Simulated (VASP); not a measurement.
# CsSnBr3 (Pm-3m) in VASP: a series of runs

CsSnBr3 is run at these levels: PBEsol; tasks: single point, relaxation of cell and atoms.

Everything below comes from runs of VASP 6.6.1. Logs are shortened: lines on timing, memory, paths and dates and some standing lists are left out, and cuts for length are marked.

**1. The cell of the first run**

It takes space group Pm-3m (No. 221, cubic). Conventional cell: a = 5.763 Å, b = 5.763 Å, c = 5.763 Å, α = 90.00°, β = 90.00°, γ = 90.00°. Cs (site symmetry m-3m) has 12 Br at 4.07 Å and 8 Sn at 4.99 Å within 5.3 Å. Within 3.8 Å of Sn (site symmetry m-3m) lie 6 Br at 2.88 Å. Br (site symmetry 4/mmm) has 2 Sn at 2.88 Å within 3.8 Å.

**2. Single point, PBEsol**

Contents of INCAR:

```
SYSTEM = CsSnBr3
PREC = Accurate
ENCUT = 500
EDIFF = 1E-6
ISMEAR = 0
SIGMA = 0.02
LREAL = .False.
LASPH = .True.
NELM = 120
ALGO = Normal
ISIF = 2
LWAVE = .False.
LCHARG = .True.
GGA = PS
LELF = .True.
LVHAR = .True.
NBANDS = 30
GGA_COMPAT = .False.
```

Contents of KPOINTS:

```
Automatic mesh
0
Gamma
  6 6 6
  0 0 0
```

Contents of POSCAR:

```
CsSnBr3
1.0
    5.7627697376      0.0000000000      0.0000000000
    0.0000000000      5.7627697376      0.0000000000
    0.0000000000      0.0000000000      5.7627697376
Cs Sn Br
1 1 3
Direct
    0.0000000000      0.0000000000      0.0000000000
    0.5000000000      0.5000000000      0.5000000000
    0.5000000000      0.0000000000      0.5000000000
    0.5000000000      0.5000000000      0.0000000000
    0.0000000000      0.5000000000      0.5000000000
```

Potentials or basis: VASP PAW PBE potentials, release 64 (Cs_sv, Sn_d, Br).

Command:

```
$ cat potpaw_PBE.64/Cs_sv/POTCAR potpaw_PBE.64/Sn_d/POTCAR potpaw_PBE.64/Br/POTCAR > POTCAR
$ mpirun -np 1 vasp_std > vasp.out
```

OUTCAR:

```text
SYSTEM = CsSnBr3
   PREC = Accurate
   ENCUT = 500
   EDIFF = 1E-6
   ISMEAR = 0
   LREAL = .False.
   LASPH = .True.
   NELM = 120
   ISIF = 2
   GGA = PS

 ion  position               nearest neighbor table
   1  0.000  0.000  0.000-
   2  0.500  0.500  0.500-   3 2.88   4 2.88   5 2.88   4 2.88   3 2.88   5 2.88
   3  0.500  0.000  0.500-   2 2.88   2 2.88
   4  0.500  0.500  0.000-   2 2.88   2 2.88
   5  0.000  0.500  0.500-   2 2.88   2 2.88

  LATTYP: Found a simple cubic cell.
 ALAT       =     5.7627697376

  Lattice vectors:

 A1 = (   5.7627697376,   0.0000000000,   0.0000000000)
 A2 = (   0.0000000000,   5.7627697376,   0.0000000000)
 A3 = (   0.0000000000,   0.0000000000,   5.7627697376)

Analysis of symmetry for initial positions (statically):
=====================================================================
 Subroutine PRICEL returns:
 Original cell was already a primitive cell.

 Routine SETGRP: Setting up the symmetry group for a
 simple cubic supercell.

 Subroutine GETGRP returns: Found 48 space group operations
 (whereof 48 operations were pure point group operations)
 out of a pool of 48 trial point group operations.

The static configuration has the point symmetry O_h .

Analysis of symmetry for dynamics (positions and initial velocities):
=====================================================================
 Subroutine PRICEL returns:
 Original cell was already a primitive cell.

 Routine SETGRP: Setting up the symmetry group for a
 simple cubic supercell.

 Subroutine GETGRP returns: Found 48 space group operations
 (whereof 48 operations were pure point group operations)
 out of a pool of 48 trial point group operations.

The dynamic configuration has the point symmetry O_h .

 Subroutine INISYM returns: Found 48 space group operations
 (whereof 48 operations are pure point group operations),
 and found     1 'primitive' translations

----------------------------------------------------------------------------------------

                                     Primitive cell

  volume of cell :     191.3788

  direct lattice vectors                    reciprocal lattice vectors
     5.762769738  0.000000000  0.000000000     0.173527669  0.000000000  0.000000000
     0.000000000  5.762769738  0.000000000     0.000000000  0.173527669  0.000000000
     0.000000000  0.000000000  5.762769738     0.000000000  0.000000000  0.173527669

  length of vectors
     5.762769738  5.762769738  5.762769738     0.173527669  0.173527669  0.173527669

  position of ions in fractional coordinates (direct lattice)
     0.000000000  0.000000000  0.000000000
     0.500000000  0.500000000  0.500000000
     0.500000000  0.000000000  0.500000000
     0.500000000  0.500000000  0.000000000
     0.000000000  0.500000000  0.500000000

  ion indices of the primitive-cell ions
   primitive index   ion index
                 1           1
                 2           2
                 3           3
                 4           4
                 5           5

----------------------------------------------------------------------------------------

 KPOINTS: Automatic mesh

Automatic generation of k-mesh.
 Grid dimensions read from file:
 generate k-points for:    6    6    6

 Generating k-lattice:

  Cartesian coordinates                     Fractional coordinates (reciprocal lattice)
     0.028921278  0.000000000  0.000000000     0.166666667  0.000000000  0.000000000
     0.000000000  0.028921278  0.000000000     0.000000000  0.166666667  0.000000000
     0.000000000  0.000000000  0.028921278     0.000000000  0.000000000  0.166666667

  Length of vectors
     0.028921278  0.028921278  0.028921278

  Shift w.r.t. Gamma in fractional coordinates (k-lattice)
     0.000000000  0.000000000  0.000000000

 Subroutine IBZKPT returns following result:
 ===========================================

 Found     20 irreducible k-points:

 Following reciprocal coordinates:
            Coordinates               Weight
  0.000000  0.000000  0.000000      1.000000
  0.166667  0.000000  0.000000      6.000000
  0.333333  0.000000  0.000000      6.000000
  0.500000  0.000000  0.000000      3.000000
  0.166667  0.166667  0.000000     12.000000
  0.333333  0.166667  0.000000     24.000000
[... 12 lines left out ...]
  0.500000  0.500000  0.333333      6.000000
  0.500000  0.500000  0.500000      1.000000
   k-points           NKPTS =     20   k-points in BZ     NKDIM =     20   number of bands    NBANDS=     30
   number of dos      NEDOS =    301   number of ions     NIONS =      5
   total plane-waves  NPLWV =  74088
   dimension x,y,z NGX =    42 NGY =   42 NGZ =   42
   dimension x,y,z NGXF=    84 NGYF=   84 NGZF=   84
   ions per type =               1   1   3
   NGX,Y,Z   is equivalent  to a cutoff of  12.12, 12.12, 12.12 a.u.
   NGXF,Y,Z  is equivalent  to a cutoff of  24.23, 24.23, 24.23 a.u.
 SYSTEM =  CsSnBr3
   PREC   = accura    normal or accurate (medium, high low for compatibility)
   ISTART =      0    job   : 0-new  1-cont  2-samecut
   ICHARG =      2    charge: 1-file 2-atom 10-const
   ISPIN  =      1    spin polarized calculation?
   LNONCOLLINEAR =      F non collinear calculations
   LSORBIT =      F    spin-orbit coupling
   LASPH  =      T    aspherical Exc in radial PAW
   ENCUT  =  500.0 eV  36.75 Ry    6.06 a.u.  10.51 10.51 10.51*2*pi/ulx,y,z
   NELM   =    120;   NELMIN=  2; NELMDL= -5     # of ELM steps
   EDIFF  = 0.1E-05   stopping-criterion for ELM
   LREAL  =      F    real-space projection
   EDIFFG = 0.1E-04   stopping-criterion for IOM
   NSW    =      0    number of steps for IOM
   IBRION =     -1    ionic relax: 0-MD 1-quasi-New 2-CG
   NFREE  =      0    steps in history (QN), initial steepest desc. (CG)
   ISIF   =      2    stress and relaxation
   ISYM   =      2    0-nonsym 1-usesym 2-fastsym
   POTIM  = 0.5000    time-step for ionic-motion
   TEBEG  =    0.0;   TEEND  =   0.0 temperature during run
   PSTRESS=    0.0 pullay stress
   NELECT =      44.0000    total number of electrons
   NUPDOWN=      -1.0000    fix difference up-down
   EMIN   =  10.00;   EMAX   =-10.00  energy-range for DOS
   EFERMI =   0.00;   METHOD = LEGACY
   ISMEAR =     0;   SIGMA  =   0.02  broadening in eV -4-tet -1-fermi 0-gaus
   EFERMI_NEDOS =   21; number of points for ismear=-14 and -15
   IALGO  =     38    algorithm
   IMIX   =      4    mixing-type and parameters
     AMIX     =   0.40;   BMIX     =  1.00
     AMIX_MAG =   1.60;   BMIX_MAG =  1.00
  volume/ion in A,a.u.               =      38.28       258.30
  Fermi-wavevector in a.u.,A,eV,Ry     =   1.002908  1.895221 13.685074  1.005825
  Thomas-Fermi vector in A             =   2.135426
   LORBIT       =      0    0 simple, 1 ext, 2 COOP (PROOUT), +10 PAW based schemes
   GGA     = PS    functional components
   LHFCALC =     F    Hartree Fock is set to
   AEXX    =    0.0000 exact exchange contribution
   IVDW    =     0    specifies the selected vdW correction
   LEPSILON=     F    determine dielectric tensor
   LRPA    =     F    only Hartree local field effects (RPA)
 non-spin polarized calculation
 Gauss-broadening in eV      SIGMA  =   0.02
  energy-cutoff  :      500.00
  volume of cell :      191.38
 maximum number of plane-waves:      4945
   NGX = 21   NGY = 21   NGZ = 21

 number of electron      44.0000000 magnetization

 Free energy of the ion-electron system (eV)
  ---------------------------------------------------
  ext. energy  EPLUGINS =         0.00000000
  ---------------------------------------------------
  free energy    TOTEN  =       -16.80768629 eV

  energy without entropy =      -16.80768629  energy(sigma->0) =      -16.80768629

 E-fermi :   2.6703     XC(G=0):  -8.0094

 val. band max:        2.5713121757   @ k =   0.5000   0.5000   0.5000
 cond. band min:       2.7777291403   @ k =   0.5000   0.5000   0.5000
 fundamental gap:      0.2064169646
 Fermi energy:         2.6702724775

 k-point     1 :       0.0000    0.0000    0.0000
  band No.  band energies     occupation
      1     -19.8848      2.00000
      2     -19.6902      2.00000
      3     -19.6902      2.00000
      4     -19.6523      2.00000
      5     -19.6523      2.00000
      6     -19.6523      2.00000
[... 22 lines left out ...]
     29       7.4877      0.00000
     30       7.4877      0.00000

 k-point     2 :       0.1667    0.0000    0.0000
  band No.  band energies     occupation
      1     -19.8844      2.00000
      2     -19.6902      2.00000
      3     -19.6882      2.00000
      4     -19.6523      2.00000
      5     -19.6523      2.00000
      6     -19.6523      2.00000
[... 22 lines left out ...]
     29       6.5380      0.00000
     30       7.4282      0.00000

 k-point     3 :       0.3333    0.0000    0.0000
  band No.  band energies     occupation
      1     -19.8836      2.00000
      2     -19.6902      2.00000
      3     -19.6842      2.00000
      4     -19.6525      2.00000
      5     -19.6525      2.00000
      6     -19.6523      2.00000
[... 22 lines left out ...]
     29       6.7050      0.00000
     30       7.5567      0.00000

 k-point     4 :       0.5000    0.0000    0.0000
  band No.  band energies     occupation
      1     -19.8832      2.00000
      2     -19.6902      2.00000
      3     -19.6822      2.00000
      4     -19.6526      2.00000
      5     -19.6526      2.00000
      6     -19.6523      2.00000
[... 484 lines left out ...]
     29       6.9180      0.00000
     30       7.5237      0.00000

 k-point    19 :       0.5000    0.5000    0.3333
  band No.  band energies     occupation
      1     -19.8811      2.00000
      2     -19.6801      2.00000
      3     -19.6781      2.00000
      4     -19.6528      2.00000
      5     -19.6528      2.00000
      6     -19.6528      2.00000
[... 22 lines left out ...]
     29       6.7461      0.00000
     30       7.7021      0.00000

 k-point    20 :       0.5000    0.5000    0.5000
  band No.  band energies     occupation
      1     -19.8807      2.00000
      2     -19.6781      2.00000
      3     -19.6781      2.00000
      4     -19.6528      2.00000
      5     -19.6528      2.00000
      6     -19.6528      2.00000
[... 22 lines left out ...]
     29       6.6110      0.00000
     30       7.9663      0.00000

------------------------ aborting loop because EDIFF is reached ----------------------------------------

  FORCE on cell =-STRESS in cart. coord.  units (eV):
  Direction    XX          YY          ZZ          XY          YZ          ZX
  --------------------------------------------------------------------------------------
  -------------------------------------------------------------------------------------
  Total        0.0395545      0.0395545      0.0395545     -0.0000000      0.0000000      0.0000000
  in kB        0.3311405      0.3311405      0.3311405     -0.0000000      0.0000000      0.0000000
  external PRESSURE =       0.3311405 kB  Pullay stress =       0.0000000 kB

 VOLUME and BASIS-vectors are now :
 -----------------------------------------------------------------------------
  energy-cutoff  :      500.00
  volume of cell :      191.38
      direct lattice vectors                 reciprocal lattice vectors
     5.762769738  0.000000000  0.000000000     0.173527669  0.000000000  0.000000000
     0.000000000  5.762769738  0.000000000     0.000000000  0.173527669  0.000000000
     0.000000000  0.000000000  5.762769738     0.000000000  0.000000000  0.173527669

 POSITION                                       TOTAL-FORCE (eV/Angst)
 -----------------------------------------------------------------------------------
      0.00000      0.00000      0.00000         0.000000      0.000000      0.000000
      2.88138      2.88138      2.88138         0.000000      0.000000      0.000000
      2.88138      0.00000      2.88138         0.000000      0.000000      0.000000
      2.88138      2.88138      0.00000         0.000000      0.000000      0.000000
      0.00000      2.88138      2.88138         0.000000      0.000000      0.000000
 -----------------------------------------------------------------------------------
    total drift:                                0.000000     -0.000000     -0.000000

  FREE ENERGIE OF THE ION-ELECTRON SYSTEM (eV)
  ---------------------------------------------------
  free  energy   TOTEN  =       -16.8076862908 eV

  energy  without entropy=      -16.8076862908  energy(sigma->0) =      -16.80768629
```

Wall time 58 s (1 thread of AMD EPYC 9R45 (Zen 5), shared host); peak memory 0.28 GiB.

Results:

```yaml
Free_energy: -16.8077 eV
Pressure: 0.0 GPa
Band_gap_on_the_k_mesh: 0.21 eV, direct
```

Caveat: the PAW data sets were made with another functional, which shifts forces and pressure a little; spin-orbit coupling is left out, which moves the levels of the heavy elements.

(Continued in part 2 of 2.)
